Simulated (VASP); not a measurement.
# CdF2 (I4/mmm) in VASP: notebook

The runs below take CdF2 through single point, with PBE.

All numbers are computed with VASP 6.6.1; they aren't measurements. Logs are shortened: lines on timing, memory, paths and dates and some standing lists are left out, and cuts for length are marked.

**1. The cell of the first run**

Symmetry: I4/mmm, No. 139, tetragonal system. The conventional cell has a = 3.875 Å, b = 3.875 Å, c = 5.553 Å, α = 90.00°, β = 90.00°, γ = 90.00°. Cd (site symmetry 4/mmm) has 8 F at 2.38 Å within 3.1 Å. Within 3.1 Å of F (site symmetry -4m2) lie 4 Cd at 2.38 Å and 6 F at 2.74 to 2.78 Å.

**2. Single point, PBE (engineering shear strain xy +0.0000, normal strain along z +0.0133)**

INCAR reads:

```
SYSTEM = CdF2
ALGO     = Normal         ! electronic algorithm
EDIFF    = 1E-6           ! SCF threshold, eV
ENCUT    = 520            ! plane-wave cutoff, eV
GGA      = PE             ! functional
ISIF     = 2              ! what is computed and relaxed
ISMEAR   = 0              ! smearing method
LASPH    = .True.         ! aspherical terms in the spheres
LCHARG   = .False.        ! write CHGCAR
LREAL    = .False.        ! projectors in reciprocal space
LWAVE    = .False.        ! write WAVECAR
NBANDS   = 20             ! bands
NELM     = 80             ! most SCF steps
PREC     = Accurate       ! precision mode
SIGMA    = 0.05           ! smearing width, eV
```

KPOINTS reads:

```
k-points
0
Gamma
  8 8 8
  0 0 0
```

POSCAR reads:

```
CdF2
1.0
    0.0000000000      2.7402705265      2.7767161245
    2.7402705265      0.0000000000      2.7767161245
    2.7402705265      2.7402705265      0.0000000000
Cd F
1 2
Direct
    0.0000000000      0.0000000000      0.0000000000
    0.2500000000      0.2500000000      0.2500000000
    0.7500000000      0.7500000000      0.7500000000
```

Potentials or basis: VASP PAW PBE potentials, release 64 (Cd, F).

On the command line:

```sh
cat potpaw_PBE.64/Cd/POTCAR potpaw_PBE.64/F/POTCAR > POTCAR
mpirun -np 1 vasp_std > vasp.out
```

OUTCAR:

```text
SYSTEM = CdF2
   EDIFF = 1E-6
   ENCUT = 520
   GGA = PE
   ISIF = 2
   ISMEAR = 0
   LASPH = .True.
   LREAL = .False.
   NELM = 80
   PREC = Accurate

 ion  position               nearest neighbor table
   1  0.000  0.000  0.000-   3 2.38   3 2.38   3 2.38   2 2.38   3 2.38   2 2.38   2 2.38   2 2.38

   2  0.250  0.250  0.250-   1 2.38   1 2.38   1 2.38   1 2.38
   3  0.750  0.750  0.750-   1 2.38   1 2.38   1 2.38   1 2.38

  LATTYP: Found a body centered tetragonal cell.
 ALAT       =     3.8753277431
 C/A-ratio  =     1.4330226028

  Lattice vectors:

 A1 = (  -2.7402705265,   0.0000000000,   2.7767161245)
 A2 = (   2.7402705265,   0.0000000000,   2.7767161245)
 A3 = (   0.0000000000,   2.7402705265,  -2.7767161245)

Analysis of symmetry for initial positions (statically):
=====================================================================
 Subroutine PRICEL returns:
 Original cell was already a primitive cell.

 Routine SETGRP: Setting up the symmetry group for a
 body centered tetragonal supercell.

 Subroutine GETGRP returns: Found 16 space group operations
 (whereof 16 operations were pure point group operations)
 out of a pool of 16 trial point group operations.

The static configuration has the point symmetry D_4h.

Analysis of symmetry for dynamics (positions and initial velocities):
=====================================================================
 Subroutine PRICEL returns:
 Original cell was already a primitive cell.

 Routine SETGRP: Setting up the symmetry group for a
 body centered tetragonal supercell.

 Subroutine GETGRP returns: Found 16 space group operations
 (whereof 16 operations were pure point group operations)
 out of a pool of 16 trial point group operations.

The dynamic configuration has the point symmetry D_4h.

 Subroutine INISYM returns: Found 16 space group operations
 (whereof 16 operations are pure point group operations),
 and found     1 'primitive' translations

----------------------------------------------------------------------------------------

                                     Primitive cell

  volume of cell :      41.7012

  direct lattice vectors                    reciprocal lattice vectors
     0.000000000  2.740270526  2.776716125    -0.182463737  0.182463737  0.180068821
     2.740270526  0.000000000  2.776716125     0.182463737 -0.182463737  0.180068821
     2.740270526  2.740270526  0.000000000     0.182463737  0.182463737 -0.180068821

  length of vectors
     3.901183794  3.901183794  3.875327743     0.314659834  0.314659834  0.314659834

  position of ions in fractional coordinates (direct lattice)
     0.000000000  0.000000000  0.000000000
     0.250000000  0.250000000  0.250000000
     0.750000000  0.750000000  0.750000000

  ion indices of the primitive-cell ions
   primitive index   ion index
                 1           1
                 2           2
                 3           3

----------------------------------------------------------------------------------------

 KPOINTS: k-points

Automatic generation of k-mesh.
 Grid dimensions read from file:
 generate k-points for:    8    8    8

 Generating k-lattice:

  Cartesian coordinates                     Fractional coordinates (reciprocal lattice)
    -0.022807967  0.022807967  0.022508603     0.125000000  0.000000000  0.000000000
     0.022807967 -0.022807967  0.022508603     0.000000000  0.125000000  0.000000000
     0.022807967  0.022807967 -0.022508603     0.000000000  0.000000000  0.125000000

  Length of vectors
     0.039332479  0.039332479  0.039332479

  Shift w.r.t. Gamma in fractional coordinates (k-lattice)
     0.000000000  0.000000000  0.000000000

 Subroutine IBZKPT returns following result:
 ===========================================

 Found     59 irreducible k-points:

 Following reciprocal coordinates:
            Coordinates               Weight
  0.000000  0.000000  0.000000      1.000000
  0.125000  0.000000  0.000000      8.000000
  0.250000  0.000000  0.000000      8.000000
  0.375000  0.000000  0.000000      8.000000
  0.500000  0.000000  0.000000      4.000000
  0.125000  0.125000  0.000000      2.000000
[... 16 lines left out ...]
  0.250000  0.000000  0.125000     16.000000
  0.375000  0.000000  0.125000     16.000000
 [... further k-points ...]
   k-points           NKPTS =     59   k-points in BZ     NKDIM =     59   number of bands    NBANDS=     20
   number of dos      NEDOS =    301   number of ions     NIONS =      3
   total plane-waves  NPLWV =  27000
   dimension x,y,z NGX =    30 NGY =   30 NGZ =   30
   dimension x,y,z NGXF=    60 NGYF=   60 NGZF=   60
   ions per type =               1   2
   NGX,Y,Z   is equivalent  to a cutoff of  12.78, 12.78, 12.87 a.u.
   NGXF,Y,Z  is equivalent  to a cutoff of  25.57, 25.57, 25.74 a.u.
 SYSTEM =  CdF2
   PREC   = accura    normal or accurate (medium, high low for compatibility)
   ISTART =      0    job   : 0-new  1-cont  2-samecut
   ICHARG =      2    charge: 1-file 2-atom 10-const
   ISPIN  =      1    spin polarized calculation?
   LNONCOLLINEAR =      F non collinear calculations
   LSORBIT =      F    spin-orbit coupling
   LASPH  =      T    aspherical Exc in radial PAW
   ENCUT  =  520.0 eV  38.22 Ry    6.18 a.u.   7.25  7.25  7.21*2*pi/ulx,y,z
   NELM   =     80;   NELMIN=  2; NELMDL= -5     # of ELM steps
   EDIFF  = 0.1E-05   stopping-criterion for ELM
   LREAL  =      F    real-space projection
   EDIFFG = 0.1E-04   stopping-criterion for IOM
   NSW    =      0    number of steps for IOM
   IBRION =     -1    ionic relax: 0-MD 1-quasi-New 2-CG
   NFREE  =      0    steps in history (QN), initial steepest desc. (CG)
   ISIF   =      2    stress and relaxation
   ISYM   =      2    0-nonsym 1-usesym 2-fastsym
   POTIM  = 0.5000    time-step for ionic-motion
   TEBEG  =    0.0;   TEEND  =   0.0 temperature during run
   PSTRESS=    0.0 pullay stress
   NELECT =      26.0000    total number of electrons
   NUPDOWN=      -1.0000    fix difference up-down
   EMIN   =  10.00;   EMAX   =-10.00  energy-range for DOS
   EFERMI =   0.00;   METHOD = LEGACY
   ISMEAR =     0;   SIGMA  =   0.05  broadening in eV -4-tet -1-fermi 0-gaus
   EFERMI_NEDOS =   21; number of points for ismear=-14 and -15
   IALGO  =     38    algorithm
   IMIX   =      4    mixing-type and parameters
     AMIX     =   0.40;   BMIX     =  1.00
     AMIX_MAG =   1.60;   BMIX_MAG =  1.00
  volume/ion in A,a.u.               =      13.90        93.80
  Fermi-wavevector in a.u.,A,eV,Ry     =   1.398567  2.642908 26.612841  1.955989
  Thomas-Fermi vector in A             =   2.521712
   LORBIT       =      0    0 simple, 1 ext, 2 COOP (PROOUT), +10 PAW based schemes
   GGA     = PE    functional components
   LHFCALC =     F    Hartree Fock is set to
   AEXX    =    0.0000 exact exchange contribution
   IVDW    =     0    specifies the selected vdW correction
   LEPSILON=     F    determine dielectric tensor
   LRPA    =     F    only Hartree local field effects (RPA)
 non-spin polarized calculation
 Gauss-broadening in eV      SIGMA  =   0.05
  energy-cutoff  :      520.00
  volume of cell :       41.70
 maximum number of plane-waves:      1134
 NGX is ok and might be reduce to    30
   NGX = 15   NGY = 15   NGZ = 15

 number of electron      26.0000000 magnetization

 Free energy of the ion-electron system (eV)
  ---------------------------------------------------
  ext. energy  EPLUGINS =         0.00000000
  ---------------------------------------------------
  free energy    TOTEN  =       -10.90443054 eV

  energy without entropy =      -10.90443054  energy(sigma->0) =      -10.90443054

 E-fermi :  -1.4414     XC(G=0): -10.0670

 val. band max:       -1.7582315875   @ k =  -0.2500   0.2500   0.5000
 cond. band min:       1.0682564744   @ k =   0.0000   0.0000   0.0000
 fundamental gap:      2.8264880619
 Fermi energy:        -1.4414254938

 k-point     1 :       0.0000    0.0000    0.0000
  band No.  band energies     occupation
      1     -22.2415      2.00000
      2     -21.3032      2.00000
      3      -7.2317      2.00000
      4      -7.2231      2.00000
      5      -7.2231      2.00000
      6      -6.2820      2.00000
[... 12 lines left out ...]
     19      17.5158      0.00000
     20      17.8056      0.00000

 k-point     2 :       0.1250    0.0000    0.0000
  band No.  band energies     occupation
      1     -22.1997      2.00000
      2     -21.3408      2.00000
      3      -7.1803      2.00000
      4      -7.1733      2.00000
      5      -7.0870      2.00000
      6      -6.2939      2.00000
[... 12 lines left out ...]
     19      17.1124      0.00000
     20      17.3802      0.00000

 k-point     3 :       0.2500    0.0000    0.0000
  band No.  band energies     occupation
      1     -22.0850      2.00000
      2     -21.4412      2.00000
      3      -7.0704      2.00000
      4      -7.0600      2.00000
      5      -6.7198      2.00000
      6      -6.3009      2.00000
[... 12 lines left out ...]
     19      16.6897      0.00000
     20      17.1295      0.00000

 k-point     4 :       0.3750    0.0000    0.0000
  band No.  band energies     occupation
      1     -21.9273      2.00000
      2     -21.5834      2.00000
      3      -6.9846      2.00000
      4      -6.9695      2.00000
      5      -6.2810      2.00000
      6      -6.2620      2.00000
[... 429 lines left out ...]
 k-point    23 :       0.2500    0.0000    0.1250
  band No.  band energies     occupation
      1     -22.0974      2.00000
      2     -21.4286      2.00000
      3      -7.0491      2.00000
      4      -7.0459      2.00000
      5      -6.7777      2.00000
      6      -6.3957      2.00000
[... 12 lines left out ...]
     19      17.5017      0.00000
     20      18.4237      0.00000

 k-point    24 :       0.3750    0.0000    0.1250
  band No.  band energies     occupation
      1     -21.9592      2.00000
      2     -21.5494      2.00000
      3      -6.9452      2.00000
      4      -6.9365      2.00000
      5      -6.3970      2.00000
      6      -6.3752      2.00000
[... 12 lines left out ...]
     19      16.9452      0.00000
     20      18.5366      0.00000

 [... further k-points ...]

------------------------ aborting loop because EDIFF is reached ----------------------------------------

  FORCE on cell =-STRESS in cart. coord.  units (eV):
  Direction    XX          YY          ZZ          XY          YZ          ZX
  --------------------------------------------------------------------------------------
  -------------------------------------------------------------------------------------
  Total       -0.0537810     -0.0537810     -0.4074339      0.0000000      0.0000000      0.0000000
  in kB       -2.0662896     -2.0662896    -15.6537851      0.0000000      0.0000000      0.0000000
  external PRESSURE =      -6.5954547 kB  Pullay stress =       0.0000000 kB

 VOLUME and BASIS-vectors are now :
 -----------------------------------------------------------------------------
  energy-cutoff  :      520.00
  volume of cell :       41.70
      direct lattice vectors                 reciprocal lattice vectors
     0.000000000  2.740270526  2.776716125    -0.182463737  0.182463737  0.180068821
     2.740270526  0.000000000  2.776716125     0.182463737 -0.182463737  0.180068821
     2.740270526  2.740270526  0.000000000     0.182463737  0.182463737 -0.180068821

 POSITION                                       TOTAL-FORCE (eV/Angst)
 -----------------------------------------------------------------------------------
      0.00000      0.00000      0.00000        -0.000000      0.000000      0.000000
      1.37014      1.37014      1.38836         0.000000      0.000000      0.000000
      4.11041      4.11041      4.16507        -0.000000     -0.000000     -0.000000
 -----------------------------------------------------------------------------------
    total drift:                                0.000000     -0.000000      0.000000

  FREE ENERGIE OF THE ION-ELECTRON SYSTEM (eV)
  ---------------------------------------------------
  free  energy   TOTEN  =       -10.9044305444 eV

  energy  without entropy=      -10.9044305444  energy(sigma->0) =      -10.90443054
```

Run time: 30 s. Hardware: 1 thread of Intel Xeon Platinum 8488C (Sapphire Rapids), shared host; peak memory 0.19 GiB.

What came out:

| Quantity | Value |
| --- | --- |
| Free energy | -10.9044 eV |
| Pressure | -0.7 GPa |
| Band gap on the k mesh | 2.83 eV (least direct gap 3.39 eV) |

Stress tensor (GPa, compression positive):
```
-0.21  0.00  0.00
 0.00 -0.21  0.00
 0.00  0.00 -1.57
```

Caveat: the cell differs from its parent crystal (engineering shear strain xy +0.0000, normal strain along z +0.0133). A k mesh can miss the band edges.

**3. Single point, PBE (engineering shear strain xy +0.0000, normal strain along z +0.0267)**

INCAR reads:

```
SYSTEM = CdF2
PREC = Accurate ; ENCUT = 520
EDIFF = 1E-6 ; ISMEAR = 0
SIGMA = 0.05 ; LREAL = .FALSE.
LASPH = .TRUE. ; NELM = 60
ALGO = Normal ; ISIF = 2
LWAVE = .FALSE. ; LCHARG = .FALSE.
GGA = PE ; NBANDS = 20
```

KPOINTS reads:

```
regular mesh
0
G
  8 8 8
  0 0 0
```

POSCAR reads:

```
CdF2
1.0
    0.0000000000      2.7402705265      2.8134357496
    2.7402705265      0.0000000000      2.8134357496
    2.7402705265      2.7402705265      0.0000000000
Cd F
1 2
Direct
    0.0000000000      0.0000000000      0.0000000000
    0.2500000000      0.2500000000      0.2500000000
    0.7500000000      0.7500000000      0.7500000000
```

Potentials or basis: VASP PAW PBE potentials, release 64 (Cd, F).

On the command line:

```sh
cat potpaw_PBE.64/Cd/POTCAR potpaw_PBE.64/F/POTCAR > POTCAR
mpirun -np 1 vasp_std > vasp.out
```

Run time: 31 s. Hardware: 1 thread of Intel Xeon Platinum 8488C (Sapphire Rapids), shared host; peak memory 0.19 GiB.

Results (log left out):

```yaml
Free_energy: -10.8965 eV
Pressure: -1.8 GPa
Band_gap_on_the_k_mesh: 2.76 eV (least direct gap 3.33 eV)
```

Stress tensor (GPa, compression positive):
```
-0.93  0.00  0.00
 0.00 -0.93  0.00
 0.00  0.00 -3.61
```

Levels at points of the mesh, in eV from the valence-band top:
| k point | band 10 | band 11 | band 12 | band 13 | band 14 | band 15 | band 16 | band 17 |
| --- | --- | --- | --- | --- | --- | --- | --- | --- |
| (0.00, 0.00, 0.00) | -0.75 | -0.64 | -0.64 | -0.57 | 2.76 | 12.26 | 12.26 | 12.35 |
| (0.50, 0.00, 0.00) | -1.62 | -1.56 | -0.48 | -0.46 | 6.56 | 8.85 | 13.71 | 13.88 |
| (0.50, 0.50, 0.00) | -2.57 | -0.48 | -0.08 | -0.08 | 7.35 | 9.25 | 11.74 | 13.64 |
| (0.50, 0.00, 0.50) | -2.58 | -0.34 | -0.16 | -0.07 | 7.33 | 9.18 | 11.72 | 13.37 |

Caveat: the cell differs from its parent crystal (engineering shear strain xy +0.0000, normal strain along z +0.0267). A k mesh can miss the band edges.

(Part 1 of 2 ends here.)
